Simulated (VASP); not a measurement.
Here is a VASP 6.6.1 calculation.

The input INCAR:

```
ALGO = Normal
EDIFF = 1E-7
ENCUT = 520
GGA = PE
ISIF = 2
ISMEAR = 0
LASPH = True
LCHARG = False
LREAL = False
LWAVE = False
NBANDS = 36
NELM = 60
PREC = Accurate
SIGMA = 0.05
```

File KPOINTS:

```
k-points
0
Gamma
  10 10 2
```

Contents of POSCAR:

```
BN
1.0
   -2.5539396017      0.0000000000      0.0000000000
   -1.2769698008     -2.2117765748      0.0000000000
    0.0000000000      0.0000000000     13.1805650000
B N
6 6
Direct
    0.6666666667      0.6666666667      0.2203527326
    0.6666666667      0.6666666667      0.5410411856
    0.6666666667      0.6666666667      0.8617296387
    0.3333333333      0.3333333333      0.0600085061
    0.3333333333      0.3333333333      0.3806969591
    0.3333333333      0.3333333333      0.7013854122
    0.6666666667      0.6666666667      0.1002715827
    0.6666666667      0.6666666667      0.4209600358
    0.6666666667      0.6666666667      0.7416484888
    0.3333333333      0.3333333333      0.9019927153
    0.3333333333      0.3333333333      0.2606158093
    0.3333333333      0.3333333333      0.5813042623
```

Potentials or basis: VASP PAW PBE potentials, release 64 (B, N).

The run is started by

```sh
$ cat potpaw_PBE.64/B/POTCAR potpaw_PBE.64/N/POTCAR > POTCAR
$ mpirun -np 1 vasp_std > vasp.out
```

What does it give for the band gap on the k mesh?

3.82 eV, indirect (least direct gap 4.54 eV).

What does it give for the largest force?

1.991 eV/Å.

Forces in eV/Å, atoms in the order of the input:
```
B    0.000  0.000  0.496
B    0.000  0.000  0.413
B    0.000  0.000  1.970
B    0.000  0.000 -1.556
B    0.000  0.000  0.414
B    0.000  0.000  0.461
N    0.000  0.000 -1.991
N    0.000  0.000 -0.411
N    0.000  0.000 -0.515
N    0.000  0.000  1.558
N    0.000  0.000 -0.425
N    0.000  0.000 -0.414
```

Caveat: forces of over 1 eV/Å act on the atoms, so gaps and moduli don't describe the material at rest. A k mesh can miss the band edges.
